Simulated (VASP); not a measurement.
Mg7VO8: single point with PBEsol+U

Mg7VO8:

```
V Mg O
1.0
     0.00000    4.21360    4.21360
     4.21360    0.00000    4.21360
     4.21360    4.21360    0.00000
V Mg O
1 7 8
Cartesian
  8.4272 4.2136 4.2136
  2.1068 2.1068 0.0000
  2.1068 0.0000 2.1068
  4.2136 2.1068 2.1068
  0.0000 2.1068 2.1068
  2.1068 4.2136 2.1068
  2.1068 2.1068 4.2136
  4.2136 4.2136 4.2136
  2.1068 2.1068 2.1068
  4.2136 4.2136 2.1366
  4.2136 2.1366 4.2136
  6.2906 4.2136 4.2136
  2.1366 4.2136 4.2136
  4.2136 6.2906 4.2136
  4.2136 4.2136 6.2906
  6.3204 6.3204 6.3204
```

```yaml
Program: VASP 6.6.1
Task: single point
Functional: PBEsol
Potentials_or_basis: VASP PAW PBE potentials, release 64 (V_sv, Mg, O)
Cutoff: 520 eV
k_mesh: 4 × 4 × 4
Occupations: gaussian, width 0.05 eV
Spin: collinear spin, ferromagnetic start
Starting_moments: "[0.81, 0.0, 0.0, 0.0, 0.0, 0.0, 0.0, 0.0, 0.0, -0.01, 0.02, -0.01, -0.01, 0.02, -0.01, 0.0] μB"
Hubbard_terms: V d U = 3.0 eV
```

```json
{
 "Pressure": "1.9 GPa",
 "Largest force": "0.077 eV/Å",
 "Band gap on the k mesh": "1.73 eV (least direct gap 2.20 eV)",
 "Net moment": "3.00 μB per cell",
 "Site moments": "V +2.63; Mg +0.00, -0.00 (each value once); O +0.00, +0.01 (each value once) μB",
 "Valence electrons inside the program's atomic spheres": "V 11.54; Mg 0.41, 0.43 (each value once); O 5.08"
}
```

Forces in eV/Å, atoms in the order of the input:
```
V    0.000  0.000  0.000
Mg   0.000  0.000  0.000
Mg   0.000  0.000  0.000
Mg   0.000  0.000  0.000
Mg   0.000  0.000  0.000
Mg   0.000  0.000  0.000
Mg   0.000  0.000  0.000
Mg   0.000  0.000  0.000
O    0.000  0.000  0.000
O    0.000  0.000  0.077
O    0.000  0.077  0.000
O   -0.077  0.000  0.000
O    0.077  0.000  0.000
O    0.000 -0.077  0.000
O    0.000  0.000 -0.077
O    0.000  0.000  0.000
```

Levels at points of the mesh, in eV from the valence-band top:
Spin up:
```tsv
k point	band 35	band 36	band 37	band 38	band 39	band 40	band 41	band 42	band 43	band 44
(0.00, 0.00, 0.00)	-2.99	-2.99	-0.47	-0.47	-0.47	1.73	4.19	4.19	4.74	4.89
(0.50, 0.00, 0.00)	-3.35	-3.35	-0.28	-0.20	-0.20	3.98	3.98	4.09	4.12	6.50
(0.50, 0.50, 0.00)	-3.60	-3.60	-0.44	0.00	0.00	3.32	4.22	5.00	5.42	6.47
(0.50, 0.00, 0.50)	-3.60	-3.60	-0.44	0.00	0.00	3.32	4.22	5.00	5.42	6.47
```
Spin down:
```
           k point  band 33  band 34  band 35  band 36  band 37  band 38  band 39  band 40
(0.00, 0.00, 0.00)    -3.62    -2.97    -2.97    -2.97     1.88     3.63     3.63     3.63
(0.50, 0.00, 0.00)    -3.42    -3.42    -3.33    -3.33     3.87     4.12     4.12     4.23
(0.50, 0.50, 0.00)    -3.71    -3.62    -3.56    -3.56     3.95     4.39     4.45     4.45
(0.50, 0.00, 0.50)    -3.71    -3.62    -3.56    -3.56     3.95     4.39     4.45     4.45
```

Eigenvalues of the final occupation matrices:
```
    site  spin  trace               eigenvalues
site 1 d     1   2.91  0.14 0.14 0.88 0.88 0.88
site 1 d     2   0.30  0.03 0.03 0.03 0.11 0.11
```

Wall time 5.6 min on 1 thread of Intel(R) Xeon(R) 6975P-C (Granite Rapids), on a shared host, peak memory 0.48 GiB.

Caveat: the PAW data sets were made with another functional, which shifts forces and pressure a little. The state reached can hang on the start; a lower one may exist.
